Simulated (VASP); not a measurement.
Runs of VASP 6.6.1 on As. The structure is that of space group P6/mmm (No. 191), or close to it. The cells are those of the table. 

| task | cell | k mesh | cutoff (eV) | smearing | gap on the mesh (eV) | pressure (GPa) | largest force (eV/Å) |
| --- | --- | --- | --- | --- | --- | --- | --- |
| single point | a = 7.787, b = 7.787, c = 3.964 Å, angles 90.0, 90.0, 120.0°, 8 atoms | 6 × 6 × 10 | 520 | gaussian 0.1 eV | none | 0.1 | (a) |
| single point | a = 7.787, b = 7.787, c = 3.964 Å, angles 90.0, 90.0, 120.0°, 8 atoms | 6 × 6 × 10 | 520 | gaussian 0.01 eV | none | 0.2 | 0.02 |
| relaxation of cell and atoms | relaxed from a = 7.780, b = 7.780, c = 3.981 Å, angles 90.0, 90.0, 120.0°, 8 atoms | 6 × 6 × 10 | 600 | gaussian 0.01 eV | none | -0.1 | 0.01 |
| single point | a = 7.118, b = 7.118, c = 3.244 Å, angles 90.0, 90.0, 120.0°, 8 atoms | 3 × 3 × 6 | 520 | gaussian 0.1 eV | none | (b) | 1.65 |

Alike in all rows: level PBE; potentials or basis VASP PAW PBE potentials, release 64 (As); no spin polarisation.

**Question.** Fill in the values left out.

**Answer.** (a) 0.03; (b) 41.4.

Caveats: forces of over 1 eV/Å act on the atoms, so gaps and moduli don't describe the material at rest (some runs).

A k mesh can miss the band edges, and the runs leave out spin-orbit coupling on As.

A gap of «none» marks levels without a gap at the run's occupations.
